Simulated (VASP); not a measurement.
# Cd2SnO3 (Cmmm) in VASP: further runs, part 2 of 2

VASP 6.6.1.

**3. Single point, PBE**

This run uses another cell than the first one, of 16.05 Å³/atom.

Contents of INCAR:

```
SYSTEM = Cd2SnO3
PREC = Accurate
ENCUT = 520
EDIFF = 1E-6
ISMEAR = 0
SIGMA = 0.1
LREAL = .FALSE.
LASPH = .TRUE.
NELM = 60
ALGO = Fast
ISIF = 2
LWAVE = .FALSE.
LCHARG = .FALSE.
GGA = PE
NBANDS = 37
```

Contents of KPOINTS:

```
regular mesh
0
G
  8 8 10
  0 0 0
```

Contents of POSCAR:

```
Cd2SnO3
1.0
    2.4471125617     -5.3904959009      0.0000000000
    2.4471125617      5.3904959009      0.0000000000
    0.0000000000      0.0000000000      3.6505288578
Cd Sn O
2 1 3
Direct
    0.6486801900      0.3513198100      0.5000000000
    0.3513198100      0.6486801900      0.5000000000
    0.0000000000      0.0000000000      0.0000000000
    0.1472581477      0.8527418523      0.5000000000
    0.8527418523      0.1472581477      0.5000000000
    0.5000000000      0.5000000000      0.0000000000
```

Potentials or basis: VASP PAW PBE potentials, release 64 (Cd, Sn_d, O).

Launch:

```bash
> cat potpaw_PBE.64/Cd/POTCAR potpaw_PBE.64/Sn_d/POTCAR potpaw_PBE.64/O/POTCAR > POTCAR
> mpirun -np 1 vasp_std > vasp.out
```

OUTCAR:

```text
SYSTEM = Cd2SnO3
   PREC = Accurate
   ENCUT = 520
   EDIFF = 1E-6
   ISMEAR = 0
   LREAL = .FALSE.
   LASPH = .TRUE.
   NELM = 60
   ISIF = 2
   GGA = PE

 ion  position               nearest neighbor table
   1  0.649  0.351  0.500-   5 2.20   6 2.43   6 2.43   4 2.45   4 2.45   2 3.21   2 3.28   2 3.28
                             3 3.45   3 3.45   3 3.45   3 3.45
   2  0.351  0.649  0.500-   4 2.20   6 2.43   6 2.43   5 2.45   5 2.45   1 3.21   1 3.28   1 3.28
                             3 3.45   3 3.45   3 3.45   3 3.45
   3  0.000  0.000  0.000-   4 2.42   5 2.42   4 2.42   5 2.42   6 2.45   6 2.45   2 3.45   2 3.45
                             1 3.45   1 3.45   1 3.45   2 3.45   2 3.45   1 3.45
   4  0.147  0.853  0.500-   2 2.20   3 2.42   3 2.42   1 2.45   1 2.45
   5  0.853  0.147  0.500-   1 2.20   3 2.42   3 2.42   2 2.45   2 2.45
   6  0.500  0.500  0.000-   1 2.43   2 2.43   1 2.43   2 2.43   3 2.45   3 2.45

  LATTYP: Found a base centered orthorhombic cell.
 ALAT       =     4.8942251234
 B/A-ratio  =     2.2027985084
 C/A-ratio  =     0.7458849493

  Lattice vectors:

 A1 = (   2.4471125617,  -5.3904959009,   0.0000000000)
 A2 = (   2.4471125617,   5.3904959009,   0.0000000000)
 A3 = (   0.0000000000,   0.0000000000,   3.6505288578)

Analysis of symmetry for initial positions (statically):
=====================================================================
 Subroutine PRICEL returns:
 Original cell was already a primitive cell.

 Routine SETGRP: Setting up the symmetry group for a
 base centered orthorhombic supercell.

 Subroutine GETGRP returns: Found  8 space group operations
 (whereof  8 operations were pure point group operations)
 out of a pool of  8 trial point group operations.

The static configuration has the point symmetry D_2h.

Analysis of symmetry for dynamics (positions and initial velocities):
=====================================================================
 Subroutine PRICEL returns:
 Original cell was already a primitive cell.

 Routine SETGRP: Setting up the symmetry group for a
 base centered orthorhombic supercell.

 Subroutine GETGRP returns: Found  8 space group operations
 (whereof  8 operations were pure point group operations)
 out of a pool of  8 trial point group operations.

The dynamic configuration has the point symmetry D_2h.

 Subroutine INISYM returns: Found  8 space group operations
 (whereof  8 operations are pure point group operations),
 and found     1 'primitive' translations

----------------------------------------------------------------------------------------

                                     Primitive cell

  volume of cell :      96.3093

  direct lattice vectors                    reciprocal lattice vectors
     2.447112562 -5.390495901  0.000000000     0.204322436 -0.092755845  0.000000000
     2.447112562  5.390495901  0.000000000     0.204322436  0.092755845  0.000000000
     0.000000000  0.000000000  3.650528858     0.000000000  0.000000000  0.273932912

  length of vectors
     5.919949826  5.919949826  3.650528858     0.224390964  0.224390964  0.273932912

  position of ions in fractional coordinates (direct lattice)
     0.648680190  0.351319810  0.500000000
     0.351319810  0.648680190  0.500000000
     0.000000000  0.000000000  0.000000000
     0.147258148  0.852741852  0.500000000
     0.852741852  0.147258148  0.500000000
[... 44 lines left out ...]
  0.125000  0.125000  0.000000      2.000000
[... 16 lines left out ...]
  0.125000  0.000000  0.100000      8.000000
  0.250000  0.000000  0.100000      8.000000
 [... further k-points ...]
   k-points           NKPTS =    126   k-points in BZ     NKDIM =    126   number of bands    NBANDS=     37
   number of dos      NEDOS =    301   number of ions     NIONS =      6
   total plane-waves  NPLWV =  64512
   dimension x,y,z NGX =    48 NGY =   48 NGZ =   28
   dimension x,y,z NGXF=    96 NGYF=   96 NGZF=   56
   ions per type =               2   1   3
   NGX,Y,Z   is equivalent  to a cutoff of  13.48, 13.48, 12.75 a.u.
   NGXF,Y,Z  is equivalent  to a cutoff of  26.96, 26.96, 25.50 a.u.
 SYSTEM =  Cd2SnO3
   PREC   = accura    normal or accurate (medium, high low for compatibility)
   ISTART =      0    job   : 0-new  1-cont  2-samecut
   ICHARG =      2    charge: 1-file 2-atom 10-const
   ISPIN  =      1    spin polarized calculation?
   LNONCOLLINEAR =      F non collinear calculations
   LSORBIT =      F    spin-orbit coupling
   LASPH  =      T    aspherical Exc in radial PAW
   ENCUT  =  520.0 eV  38.22 Ry    6.18 a.u.  11.01 11.01  6.79*2*pi/ulx,y,z
   NELM   =     60;   NELMIN=  2; NELMDL= -5     # of ELM steps
   EDIFF  = 0.1E-05   stopping-criterion for ELM
   LREAL  =      F    real-space projection
   EDIFFG = 0.1E-04   stopping-criterion for IOM
   NSW    =      0    number of steps for IOM
   IBRION =     -1    ionic relax: 0-MD 1-quasi-New 2-CG
   NFREE  =      0    steps in history (QN), initial steepest desc. (CG)
   ISIF   =      2    stress and relaxation
   ISYM   =      2    0-nonsym 1-usesym 2-fastsym
   POTIM  = 0.5000    time-step for ionic-motion
   TEBEG  =    0.0;   TEEND  =   0.0 temperature during run
   PSTRESS=    0.0 pullay stress
   NELECT =      56.0000    total number of electrons
   NUPDOWN=      -1.0000    fix difference up-down
   EMIN   =  10.00;   EMAX   =-10.00  energy-range for DOS
   EFERMI =   0.00;   METHOD = LEGACY
   ISMEAR =     0;   SIGMA  =   0.10  broadening in eV -4-tet -1-fermi 0-gaus
   EFERMI_NEDOS =   21; number of points for ismear=-14 and -15
   IALGO  =     68    algorithm
   IMIX   =      4    mixing-type and parameters
     AMIX     =   0.40;   BMIX     =  1.00
     AMIX_MAG =   1.60;   BMIX_MAG =  1.00
  volume/ion in A,a.u.               =      16.05       108.32
  Fermi-wavevector in a.u.,A,eV,Ry     =   1.366411  2.582142 25.403153  1.867079
  Thomas-Fermi vector in A             =   2.492554
   LORBIT       =      0    0 simple, 1 ext, 2 COOP (PROOUT), +10 PAW based schemes
   GGA     = PE    functional components
   LHFCALC =     F    Hartree Fock is set to
   AEXX    =    0.0000 exact exchange contribution
   IVDW    =     0    specifies the selected vdW correction
   LEPSILON=     F    determine dielectric tensor
   LRPA    =     F    only Hartree local field effects (RPA)
 non-spin polarized calculation
 RMM-DIIS sequential band-by-band and
 Gauss-broadening in eV      SIGMA  =   0.10
  energy-cutoff  :      520.00
  volume of cell :       96.31
 maximum number of plane-waves:      2614
 NGX is ok and might be reduce to    48
   NGX = 23   NGY = 23   NGZ = 13

 number of electron      56.0000001 magnetization

 Free energy of the ion-electron system (eV)
  ---------------------------------------------------
  ext. energy  EPLUGINS =         0.00000000
  ---------------------------------------------------
  free energy    TOTEN  =       -25.53339120 eV

  energy without entropy =      -25.52891438  energy(sigma->0) =      -25.53115279

 E-fermi :   4.7516     XC(G=0): -10.5283

 val. band max:        4.7331617057   @ k =   0.2500   0.1250   0.4000
 cond. band min:       4.7612809701   @ k =   0.5000   0.5000   0.0000
 fundamental gap:      0.0281192644
 Fermi energy:         4.7515689168

 k-point     1 :       0.0000    0.0000    0.0000
  band No.  band energies     occupation
      1     -17.2398      2.00000
      2     -17.1018      2.00000
      3     -17.0995      2.00000
      4     -17.0776      2.00000
      5     -17.0609      2.00000
      6     -14.4947      2.00000
[... 949 lines left out ...]
     36      12.5495      0.00000
     37      12.9587      0.00000

 [... further k-points ...]

------------------------ aborting loop because EDIFF is reached ----------------------------------------

  FORCE on cell =-STRESS in cart. coord.  units (eV):
  Direction    XX          YY          ZZ          XY          YZ          ZX
  --------------------------------------------------------------------------------------
  -------------------------------------------------------------------------------------
  Total        0.2989679      0.5851015      0.1861790      0.0000000      0.0000000      0.0000000
  in kB        4.9735521      9.7335970      3.0972247      0.0000000      0.0000000      0.0000000
  external PRESSURE =       5.9347913 kB  Pullay stress =       0.0000000 kB

 VOLUME and BASIS-vectors are now :
 -----------------------------------------------------------------------------
  energy-cutoff  :      520.00
  volume of cell :       96.31
      direct lattice vectors                 reciprocal lattice vectors
     2.447112562 -5.390495901  0.000000000     0.204322436 -0.092755845  0.000000000
     2.447112562  5.390495901  0.000000000     0.204322436  0.092755845  0.000000000
     0.000000000  0.000000000  3.650528858     0.000000000  0.000000000  0.273932912

 POSITION                                       TOTAL-FORCE (eV/Angst)
 -----------------------------------------------------------------------------------
      2.44711     -1.60292      1.82526        -0.000000      0.052605     -0.000000
      2.44711      1.60292      1.82526        -0.000000     -0.052605      0.000000
      0.00000      0.00000      0.00000         0.000000     -0.000000     -0.000000
      2.44711      3.80291      1.82526        -0.000000      0.088481     -0.000000
      2.44711     -3.80291      1.82526        -0.000000     -0.088481     -0.000000
      2.44711      0.00000      0.00000        -0.000000     -0.000000     -0.000000
 -----------------------------------------------------------------------------------
    total drift:                               -0.000000      0.000000     -0.000000

  FREE ENERGIE OF THE ION-ELECTRON SYSTEM (eV)
  ---------------------------------------------------
  free  energy   TOTEN  =       -25.5333911960 eV

  energy  without entropy=      -25.5289143849  energy(sigma->0) =      -25.53115279
```

OSZICAR:

```text
N       E                     dE             d eps       ncg     rms          rms(c)
DAV:   1     0.621174019718E+03    0.62117E+03   -0.28022E+04  9850   0.189E+03
DAV:   2     0.505606529709E+02   -0.57061E+03   -0.54293E+03  9840   0.553E+02
DAV:   3    -0.281941239136E+02   -0.78755E+02   -0.76877E+02 10390   0.173E+02
DAV:   4    -0.316800246476E+02   -0.34859E+01   -0.34646E+01 10530   0.391E+01
DAV:   5    -0.317551422705E+02   -0.75118E-01   -0.75104E-01 10998   0.605E+00    0.159E+01
RMM:   6    -0.260637116832E+02    0.56914E+01   -0.20359E+01 10881   0.181E+01    0.125E+01
RMM:   7    -0.256091316022E+02    0.45458E+00   -0.14606E+00 11719   0.710E+00    0.577E+00
RMM:   8    -0.255405439914E+02    0.68588E-01   -0.51024E-01 11002   0.397E+00    0.133E+00
RMM:   9    -0.255326649977E+02    0.78790E-02   -0.63473E-02 13444   0.151E+00    0.322E-01
RMM:  10    -0.255328382805E+02   -0.17328E-03   -0.15532E-02 14541   0.649E-01    0.168E-01
RMM:  11    -0.255332477673E+02   -0.40949E-03   -0.35044E-03 12091   0.337E-01    0.801E-02
RMM:  12    -0.255333668659E+02   -0.11910E-03   -0.82963E-04 13559   0.177E-01    0.346E-02
RMM:  13    -0.255333860847E+02   -0.19219E-04   -0.21135E-04 14968   0.797E-02    0.179E-02
RMM:  14    -0.255333902336E+02   -0.41488E-05   -0.43305E-05 12690   0.397E-02    0.602E-03
RMM:  15    -0.255333908656E+02   -0.63200E-06   -0.10728E-05 12582   0.182E-02    0.197E-03
RMM:  16    -0.255333911960E+02   -0.33044E-06   -0.20423E-06  7622   0.838E-03
   1 F= -.25533391E+02 E0= -.25531153E+02  d E =-.447681E-02
```

stdout:

```text
POSCAR found type information on POSCAR CdSnO
 POSCAR found :  3 types and       6 ions
 scaLAPACK will be used
 LDA part: xc-table for (Slater+PW92), standard interpolation
 POSCAR, INCAR and KPOINTS ok, starting setup
 FFT: planning ... GRIDC
 FFT: planning ... GRID_SOFT
 FFT: planning ... GRID
 WAVECAR not read
 entering main loop
WARNING in EDDRMM: call to ZHEGV failed, returncode =   6  3     31
WARNING in EDDRMM: call to ZHEGV failed, returncode =   6  3     27
WARNING in EDDRMM: call to ZHEGV failed, returncode =   8  4     35
```

Wall time 12 min (1 thread of Oxide Virtual Turin-like, shared host); peak memory 0.49 GiB.

What came out:

```yaml
Free_energy: -25.5334 eV
Pressure: 0.6 GPa
Largest_force: 0.088 eV/Å
Band_gap_on_the_k_mesh: zero (bands 28 and 29 overlap by 0.95 eV)
```

Forces on the atoms (eV/Å):
```
Cd   0.000  0.053  0.000
Cd   0.000 -0.053  0.000
Sn   0.000  0.000  0.000
O    0.000  0.088  0.000
O    0.000 -0.088  0.000
O    0.000  0.000  0.000
```

Caveat: spin-orbit coupling is left out, which moves the levels of the heavy elements.

The gap in the log of VASP goes by the Fermi energy; the results here count the filled bands.